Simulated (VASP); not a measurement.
## BN: single point with r2SCAN0

Crystal: BN.

```
B N
1.0
     0.00000    3.29286    2.16328
     1.25096    0.00000    2.16328
     1.25096    3.29286    0.00000
B N
1 1
Direct
  0.00011 0.00011 0.99989
  0.66659 0.66659 0.33341
```

```yaml
Program: VASP 6.6.1
Task: single point
Functional: r2SCAN0
Potentials_or_basis: VASP PAW PBE potentials, release 64 (B, N)
Cutoff: 520 eV
k_mesh: 8 × 8 × 8
Occupations: gaussian, width 0.01 eV
Spin: no spin polarisation
```

```yaml
Pressure: -2.3 GPa
Band_gap_on_the_k_mesh: 5.75 eV (least direct gap 7.33 eV)
```

Stress tensor (GPa, compression positive):
```
-4.10  0.00  0.00
 0.00  1.31  0.00
 0.00  0.00 -4.14
```

Levels at points of the mesh, in eV from the valence-band top:
```csv
k point,band 1,band 2,band 3,band 4,band 5,band 6,band 7,band 8,band 9
"(0.00, 0.00, 0.00)",-20.57,-4.83,-1.83,-1.82,7.13,14.34,14.46,16.83,17.80
"(0.50, 0.00, 0.00)",-16.99,-10.34,-4.96,-1.29,6.90,12.53,16.29,19.14,23.80
"(0.50, 0.50, 0.00)",-17.07,-10.49,-4.95,-0.50,8.74,12.00,14.80,16.62,22.79
"(0.50, 0.00, 0.50)",-20.24,-7.28,-1.87,-1.81,13.06,14.26,14.39,15.32,20.21
"(0.00, 0.50, 0.50)",-16.88,-10.18,-5.03,-1.98,5.75,12.49,17.86,22.82,23.99
```

It took 64 min on 1 thread of Intel(R) Xeon(R) Platinum 8488C (Sapphire Rapids) (shared host), peak memory 0.18 GiB.

Caveat: the PAW data sets were made with another functional, which shifts forces and pressure a little. A k mesh can miss the band edges.
